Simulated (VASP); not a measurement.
Write the native input for VASP 6.6.1 that does the following.

```
Task                   : relaxation of cell and atoms
Functional             : PBEsol
Potentials or basis    : VASP PAW PBE potentials, release 64 (Al)
Cutoff                 : 600 eV
k mesh                 : 12 × 12 × 12
Occupations            : fermi-dirac, width 0.05 eV
Spin                   : no spin polarisation
Target pressure        : 5 GPa
Dipole correction      : no
Further INCAR settings : ALGO = Fast; EDIFF = 1e-06; IBRION = 2; EDIFFG = -0.01; NSW = 60; ISIF = 3
```

The structure of Al lies in POSCAR:

```
Al
1.0
   -1.5912186900      1.5912186900      1.5912186900
    1.5912186900     -1.5912186900      1.5912186900
    1.5912186900      1.5912186900     -1.5912186900
Al
1
Direct
    0.0000000000      0.0000000000      0.0000000000
```

One way to write it, as run:

INCAR

```
SYSTEM = Al
ALGO = Fast
EDIFF = 1E-6
EDIFFG = -0.01
ENCUT = 600
GGA = PS
IBRION = 2
ISIF = 3
ISMEAR = -1
LASPH = .TRUE.
LCHARG = .FALSE.
LREAL = .FALSE.
LWAVE = .FALSE.
NELM = 80
NSW = 60
PREC = Accurate
PSTRESS = 50.0
SIGMA = 0.05
```

KPOINTS

```
k-points
0
G
  12 12 12
  0 0 0
```

Potentials or basis: VASP PAW PBE potentials, release 64 (Al).

The run is started by

```console
$ cat potpaw_PBE.64/Al/POTCAR > POTCAR
$ mpirun -np 1 vasp_std > vasp.out
```

It gave:

- Relaxed volume: 15.63 Å³/atom
- Relaxed cell: a = 2.728 Å, b = 2.728 Å, c = 2.728 Å, α = 109.47°, β = 109.47°, γ = 109.47°
- Space group after relaxing (to 0.05 Å): Im-3m (No. 229)
- Energy change on relaxing (the enthalpy is what falls): +11.1 meV/atom
- Ionic steps: 3
- Pressure after relaxing: 5.0 GPa

Caveat: the cell is relaxed towards a set pressure, so the enthalpy falls and the energy may rise; the PAW data sets were made with another functional, which shifts forces and pressure a little.

It took 16 s on 1 thread of Intel Xeon 8259CL, on a shared host, peak memory 0.14 GiB.
